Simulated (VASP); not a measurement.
# ScSbS3 (P4mm) in VASP: a series of runs, part 2 of 2

VASP 6.6.1. The steps go on from the part before.

**4. Relaxation of cell and atoms, PBE**

Contents of INCAR:

```
PREC = Accurate
ENCUT = 600
EDIFF = 1E-6
ISMEAR = 0
SIGMA = 0.1
LREAL = F
LASPH = T
NELM = 80
ALGO = Normal
ISIF = 3
LWAVE = F
LCHARG = F
GGA = PE
IBRION = 2
NSW = 90
EDIFFG = -0.04
```

Contents of KPOINTS:

```
Automatic mesh
0
Gamma
  4 4 4
```

Contents of POSCAR:

```
ScSbS3
1.0
    4.4766106000      0.0000000000      0.0000000000
    0.0000000000      4.4766106000      0.0000000000
    0.0000000000      0.0000000000      5.6645004000
Sc Sb S
1 1 3
Direct
    0.0000000000      0.0000000000      0.0000000000
    0.5000000000      0.5000000000      0.6620000000
    0.5000000000      0.5000000000      0.1059000000
    0.0000000000      0.5000000000      0.5000000000
    0.5000000000      0.0000000000      0.5000000000
```

Potentials or basis: VASP PAW PBE potentials, release 64 (Sc_sv, Sb, S).

Run with:

```console
$ cat potpaw_PBE.64/Sc_sv/POTCAR potpaw_PBE.64/Sb/POTCAR potpaw_PBE.64/S/POTCAR > POTCAR
$ mpirun -np 1 vasp_std > vasp.out
```

OUTCAR:

```text
PREC = Accurate
   ENCUT = 600
   EDIFF = 1E-6
   ISMEAR = 0
   LREAL = F
   LASPH = T
   NELM = 80
   ISIF = 3
   GGA = PE
   IBRION = 2
   NSW = 90
   EDIFFG = -0.04

 ion  position               nearest neighbor table
   1  0.000  0.000  0.000-
   2  0.500  0.500  0.662-   4 2.42   5 2.42   5 2.42   4 2.42   3 2.51   3 3.15
   3  0.500  0.500  0.106-   2 2.51   2 3.15
   4  0.000  0.500  0.500-   2 2.42   2 2.42
   5  0.500  0.000  0.500-   2 2.42   2 2.42

  LATTYP: Found a simple tetragonal cell.
 ALAT       =     4.4766106000
 C/A-ratio  =     1.2653547307

  Lattice vectors:

 A1 = (   4.4766106000,   0.0000000000,   0.0000000000)
 A2 = (   0.0000000000,   4.4766106000,   0.0000000000)
 A3 = (   0.0000000000,   0.0000000000,   5.6645004000)

Analysis of symmetry for initial positions (statically):
=====================================================================
 Subroutine PRICEL returns:
 Original cell was already a primitive cell.

 Routine SETGRP: Setting up the symmetry group for a
 simple tetragonal supercell.

 Subroutine GETGRP returns: Found  8 space group operations
 (whereof  8 operations were pure point group operations)
 out of a pool of 16 trial point group operations.
[... 172 lines left out ...]
  Total        6.2109684      6.2109684     -1.8921923      0.0000000      0.0000000      0.0000000
  in kB       87.6616526     87.6616526    -26.7064162      0.0000000      0.0000000      0.0000000
  external PRESSURE =      49.5389630 kB  Pullay stress =       0.0000000 kB
[... 98 lines left out ...]
  FREE ENERGIE OF THE ION-ELECTRON SYSTEM (eV)
  ---------------------------------------------------
  free  energy   TOTEN  =       -22.3542855374 eV

  energy  without entropy=      -22.3139601038  energy(sigma->0) =      -22.33412282

 E-fermi :   5.1814     XC(G=0):  -9.2839

 val. band max:        5.1719732128   @ k =   0.0000   0.0000   0.0000
 cond. band min:       5.1927623735   @ k =   0.5000   0.5000   0.0000
 fundamental gap:      0.0207891607
 Fermi energy:         5.1814102341

 k-point     1 :       0.0000    0.0000    0.0000
  band No.  band energies     occupation
      1     -46.8239      2.00000
      2     -25.3764      2.00000
      3     -25.3764      2.00000
      4     -25.3719      2.00000
      5     -10.0224      2.00000
      6      -7.0733      2.00000
[... 421 lines left out ...]
     20       5.4722      0.00004
     21       5.4942      0.00001

[... ionic steps 4 to 10 ...]

--------------------------------------- Ionic step       11  -------------------------------------------

 number of electron      33.9999997 magnetization

------------------------ aborting loop because EDIFF is reached ----------------------------------------
[... 73 lines left out ...]
--------------------------------------- Ionic step       13  -------------------------------------------

 number of electron      33.9999993 magnetization

 Free energy of the ion-electron system (eV)
  ---------------------------------------------------
  ext. energy  EPLUGINS =         0.00000000
  ---------------------------------------------------
  free energy    TOTEN  =       -22.88107650 eV

  energy without entropy =      -22.84366584  energy(sigma->0) =      -22.86237117

 E-fermi :   5.0144     XC(G=0):  -9.2165

 val. band max:        5.0090168823   @ k =   0.0000   0.0000   0.0000
 cond. band min:       5.0346766107   @ k =   0.5000   0.5000   0.0000
 fundamental gap:      0.0256597283
 Fermi energy:         5.0144037831

 k-point     1 :       0.0000    0.0000    0.0000
  band No.  band energies     occupation
      1     -47.0147      2.00000
      2     -25.5650      2.00000
      3     -25.5650      2.00000
      4     -25.5616      2.00000
      5     -10.1091      2.00000
      6      -7.1990      2.00000
[... 453 lines left out ...]
  FREE ENERGIE OF THE ION-ELECTRON SYSTEM (eV)
  ---------------------------------------------------
  free  energy   TOTEN  =       -22.8810764969 eV

  energy  without entropy=      -22.8436658362  energy(sigma->0) =      -22.86237117

 reached required accuracy - stopping structural energy minimisation
```

CONTCAR:

```text
ScSbS3
   1.00000000000000
     4.9534622509718691    0.0000000000000000    0.0000000000000000
     0.0000000000000000    4.9534622509718691    0.0000000000000000
     0.0000000000000000   -0.0000000000000000    5.0655686816928549
  Sc              Sb              S
     1     1     3
Direct
     0.0000000000000000    0.0000000000000000    0.0325716200800775
     0.5000000000000000    0.5000000000000000    0.5932546869762310
     0.5000000000000000    0.5000000000000000    0.0654529594348158
     0.0000000000000000    0.5000000000000000    0.5383103667544367
     0.5000000000000000    0.0000000000000000    0.5383103667544367

  0.00000000E+00  0.00000000E+00  0.00000000E+00
  0.00000000E+00  0.00000000E+00  0.00000000E+00
  0.00000000E+00  0.00000000E+00  0.00000000E+00
  0.00000000E+00  0.00000000E+00  0.00000000E+00
  0.00000000E+00  0.00000000E+00  0.00000000E+00
```

It took 9.6 min on 1 thread of Intel Xeon Platinum 8259CL at 2.50GHz (Skylake/Cascade Lake), shared host; peak memory 0.28 GiB.

Results:

* Free energy: -22.8811 eV
* Relaxed volume: 24.86 Å³/atom
* Relaxed cell: a = 4.953 Å, b = 4.953 Å, c = 5.066 Å, α = 90.00°, β = 90.00°, γ = 90.00°
* Space group after relaxing (to 0.05 Å): P4mm (No. 99)
* Energy gained by relaxing: 202.1 meV/atom
* Ionic steps: 13
* Pressure after relaxing: 0.0 GPa
* Largest force after relaxing: 0.036 eV/Å

Forces in eV/Å, atoms in the order of the input:
```
Sc   0.000  0.000  0.008
Sb   0.000  0.000 -0.036
S    0.000  0.000  0.000
S    0.000  0.000  0.014
S    0.000  0.000  0.014
```

Stress tensor (GPa, compression positive):
```
 0.07  0.00  0.00
 0.00  0.07  0.00
 0.00  0.00 -0.15
```

The path:
| step | energy change (eV) | largest force (eV/Å) | pressure (GPa) | volume (Å³) |
| --- | --- | --- | --- | --- |
| 1 | 0.0000 | 0.9654 | 4.95 | 113.52 |
| 2 | -0.4725 | 1.1503 | -1.55 | 125.20 |
| 3 | -0.4839 | 1.3406 | -2.39 | 127.41 |
| 4 | -0.7254 | 1.8380 | -0.96 | 125.43 |
| 5 | -0.7544 | 2.4114 | 0.11 | 124.36 |
| 6 | -0.9197 | 0.9221 | 0.11 | 123.51 |
| 7 | -0.9637 | 0.3977 | 0.29 | 122.90 |
| 8 | -0.9692 | 0.5840 | 0.41 | 122.64 |
| 9 | -0.9695 | 0.6399 | 0.46 | 122.55 |
| 10 | -0.9864 | 0.4471 | 0.21 | 123.25 |
| 11 | -1.0057 | 0.1745 | -0.37 | 125.08 |
| 12 | -1.0105 | 0.0558 | -0.07 | 124.42 |
| 13 | -1.0107 | 0.0356 | 0.00 | 124.29 |

Final structure:
```
Sc Sb S
1.0
     4.95346    0.00000    0.00000
     0.00000    4.95346    0.00000
     0.00000    0.00000    5.06557
Sc Sb S
1 1 3
Direct
  0.00000 0.00000 0.03257
  0.50000 0.50000 0.59325
  0.50000 0.50000 0.06545
  0.00000 0.50000 0.53831
  0.50000 0.00000 0.53831
```

Caveat: the bands computed are all filled at some k points, so no gap is given; spin-orbit coupling is left out, which moves the levels of the heavy elements.

**5. Single point, PBE**

This run uses another cell than the first one, of 27.92 Å³/atom, 1.230 times its volume.

Contents of INCAR:

```
SYSTEM = ScSbS3
ALGO = Normal
EDIFF = 1E-6
ENCUT = 520
GGA = PE
ISIF = 2
ISMEAR = 0
LASPH = .True.
LCHARG = .False.
LREAL = .False.
LWAVE = .False.
NBANDS = 25
NELM = 100
PREC = Accurate
SIGMA = 0.02
```

Contents of KPOINTS:

```
k-points
0
Gamma
  8 8 6
  0 0 0
```

Contents of POSCAR:

```
ScSbS3
1.0
    4.6305867307      0.0000000000      0.0000000000
    0.0000000000      4.6305867307      0.0000000000
    0.0000000000      0.0000000000      6.5099400604
Sc Sb S
1 1 3
Direct
    0.0000000000      0.0000000000      0.2597929623
    0.5000000000      0.5000000000      0.6381009970
    0.5000000000      0.5000000000      0.0141953376
    0.0000000000      0.5000000000      0.4279053516
    0.5000000000      0.0000000000      0.4279053516
```

Potentials or basis: VASP PAW PBE potentials, release 64 (Sc_sv, Sb, S).

Run with:

```console
$ cat potpaw_PBE.64/Sc_sv/POTCAR potpaw_PBE.64/Sb/POTCAR potpaw_PBE.64/S/POTCAR > POTCAR
$ mpirun -np 1 vasp_std > vasp.out
```

OUTCAR:

```text
SYSTEM = ScSbS3
   EDIFF = 1E-6
   ENCUT = 520
   GGA = PE
   ISIF = 2
   ISMEAR = 0
   LASPH = .True.
   LREAL = .False.
   NELM = 100
   PREC = Accurate

 ion  position               nearest neighbor table
   1  0.000  0.000  0.260-   4 2.56   5 2.56   4 2.56   5 2.56
   2  0.500  0.500  0.638-   3 2.45   4 2.69   5 2.69   5 2.69   4 2.69
   3  0.500  0.500  0.014-   2 2.45
   4  0.000  0.500  0.428-   1 2.56   1 2.56   2 2.69   2 2.69
   5  0.500  0.000  0.428-   1 2.56   1 2.56   2 2.69   2 2.69
[... 870 lines left out ...]

 [... further k-points ...]
[... 5 lines left out ...]
  --------------------------------------------------------------------------------------
  -------------------------------------------------------------------------------------
  Total       -0.0082169     -0.0082169     -0.0108492      0.0000000     -0.0000000      0.0000000
  in kB       -0.0943121     -0.0943121     -0.1245262      0.0000000     -0.0000000      0.0000000
  external PRESSURE =      -0.1043835 kB  Pullay stress =       0.0000000 kB

 VOLUME and BASIS-vectors are now :
 -----------------------------------------------------------------------------
  energy-cutoff  :      520.00
  volume of cell :      139.59
      direct lattice vectors                 reciprocal lattice vectors
     4.630586731  0.000000000  0.000000000     0.215955355  0.000000000  0.000000000
     0.000000000  4.630586731  0.000000000     0.000000000  0.215955355  0.000000000
     0.000000000  0.000000000  6.509940060     0.000000000  0.000000000  0.153611245

 POSITION                                       TOTAL-FORCE (eV/Angst)
 -----------------------------------------------------------------------------------
      0.00000      0.00000      1.69124         0.000000      0.000000     -0.030102
      2.31529      2.31529      4.15400         0.000000      0.000000     -0.036126
      2.31529      2.31529      0.09241         0.000000      0.000000      0.010360
      0.00000      2.31529      2.78564         0.000000     -0.000000      0.027934
      2.31529      0.00000      2.78564         0.000000     -0.000000      0.027934
 -----------------------------------------------------------------------------------
    total drift:                                0.000000     -0.000000      0.000124

  FREE ENERGIE OF THE ION-ELECTRON SYSTEM (eV)
  ---------------------------------------------------
  free  energy   TOTEN  =       -25.8202317463 eV

  energy  without entropy=      -25.8202317463  energy(sigma->0) =      -25.82023175
```

stdout:

```text
POSCAR found type information on POSCAR ScSbS
 POSCAR found :  3 types and       5 ions
 scaLAPACK will be used
 LDA part: xc-table for (Slater+PW92), standard interpolation
 POSCAR, INCAR and KPOINTS ok, starting setup
 FFT: planning ... GRIDC
 FFT: planning ... GRID_SOFT
 FFT: planning ... GRID
 WAVECAR not read
 entering main loop
```

It took 3.6 min on 1 thread of Intel Xeon Platinum 8259CL at 2.50GHz (Skylake/Cascade Lake), shared host; peak memory 0.37 GiB.

Results:

| Quantity | Value |
| --- | --- |
| Free energy | -25.8202 eV |
| Pressure | 0.0 GPa |
| Largest force | 0.036 eV/Å |
| Band gap on the k mesh | 0.58 eV, direct |

Forces on the atoms (eV/Å):
```
Sc   0.000  0.000 -0.030
Sb   0.000  0.000 -0.036
S    0.000  0.000  0.010
S    0.000  0.000  0.028
S    0.000  0.000  0.028
```

Levels at points of the mesh, in eV from the valence-band top:
```csv
k point,band 14,band 15,band 16,band 17,band 18,band 19,band 20,band 21
"(0.00, 0.00, 0.00)",-2.45,-2.45,-1.45,-1.45,0.73,0.74,1.50,1.50
"(0.50, 0.00, 0.00)",-2.66,-2.46,-1.48,-0.22,0.58,0.80,1.38,1.67
"(0.50, 0.50, 0.00)",-2.65,-2.36,-0.99,0.00,0.58,1.20,1.20,1.78
"(0.00, 0.00, 0.50)",-2.29,-1.97,-1.97,-1.37,0.73,0.97,1.84,1.94
"(0.50, 0.00, 0.50)",-3.36,-2.00,-1.80,-0.15,0.83,0.95,1.10,1.33
"(0.50, 0.50, 0.50)",-1.92,-1.73,-1.73,-0.99,0.70,0.84,0.84,1.90
```

Caveat: spin-orbit coupling is left out, which moves the levels of the heavy elements.

**6. Summary**

| task | cell | k mesh | cutoff (eV) | smearing | gap on the mesh (eV) | pressure (GPa) | largest force (eV/Å) |
| --- | --- | --- | --- | --- | --- | --- | --- |
| single point | a = 4.477, b = 4.477, c = 5.665 Å, 5 atoms | 4 × 4 × 4 | 520 | gaussian 0.1 eV | none | 4.9 | 0.97 |
| single point | a = 4.653, b = 4.653, c = 6.463 Å, 5 atoms | 4 × 4 × 4 | 520 | gaussian 0.1 eV | 0.52 | 0.1 | 0.05 |
| relaxation of cell and atoms | relaxed from a = 4.477, b = 4.477, c = 5.665 Å, 5 atoms | 4 × 4 × 4 | 600 | gaussian 0.1 eV | - | 0.0 | 0.04 |
| single point | a = 4.631, b = 4.631, c = 6.510 Å, 5 atoms | 8 × 8 × 6 | 520 | gaussian 0.02 eV | 0.58 | 0.0 | 0.04 |

Alike in all rows: level PBE; potentials or basis VASP PAW PBE potentials, release 64 (Sc_sv, Sb, S); no spin polarisation.

Caveats: spin-orbit coupling is left out, which moves the levels of the heavy elements; the bands computed are all filled at some k points, so no gap is given (some runs).

Total energies depend on the potentials used, so only differences within one code and one set of settings carry meaning.
